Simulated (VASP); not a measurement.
A run of VASP 6.6.1 is set up as follows.

The input POSCAR:

```
Ge
1.0
   -1.6637654930      1.6637654930      1.6980349713
    1.6637654930     -1.6637654930      1.6980349713
    1.6637654930      1.6637654930     -1.6980349713
Ge
1
Direct
    0.5000000000      0.5000000000      0.0000000000
```

The input INCAR.step1:

```
SYSTEM = Ge
PREC = Accurate
ENCUT = 520
EDIFF = 1E-5
ISMEAR = -1
SIGMA = 0.05
LREAL = .False.
LASPH = .True.
NELM = 80
ALGO = Normal
ISIF = 2
LWAVE = .True.
GGA = PE
NBANDS = 13
```

Contents of INCAR.step2:

```
SYSTEM = Ge
PREC = Accurate
ENCUT = 520
EDIFF = 1E-6
ISMEAR = -1
SIGMA = 0.05
LREAL = .False.
LASPH = .True.
NELM = 80
ALGO = Normal
ISIF = 2
LWAVE = .False.
LCHARG = .True.
GGA = PE
LHFCALC = .True.
AEXX = 0.25
HFSCREEN = 0.3
PRECFOCK = Normal
LELF = .True.
LVHAR = .True.
ISTART = 1
NBANDS = 13
```

File KPOINTS:

```
Automatic mesh
0
Gamma
  6 6 6
  0 0 0
```

Potentials or basis: VASP PAW PBE potentials, release 64 (Ge_d).

Run with:

```bash
$ cat potpaw_PBE.64/Ge_d/POTCAR > POTCAR
$ cp INCAR.step1 INCAR
$ mpirun -np 1 vasp_std > vasp.out
$ cp INCAR.step2 INCAR
$ mpirun -np 1 vasp_std > vasp.out
```

(1) Predict the band gap on the k mesh.

(2) What does it give for the pressure?

Results:

(1) zero (bands 7 and 8 overlap by 13.35 eV).

(2) 0.2 GPa.

Caveat: the k points lie up to 0.44 Å⁻¹ apart, too coarse for converged energies and pressures of a metal; the PAW data sets were made with another functional, which shifts forces and pressure a little.
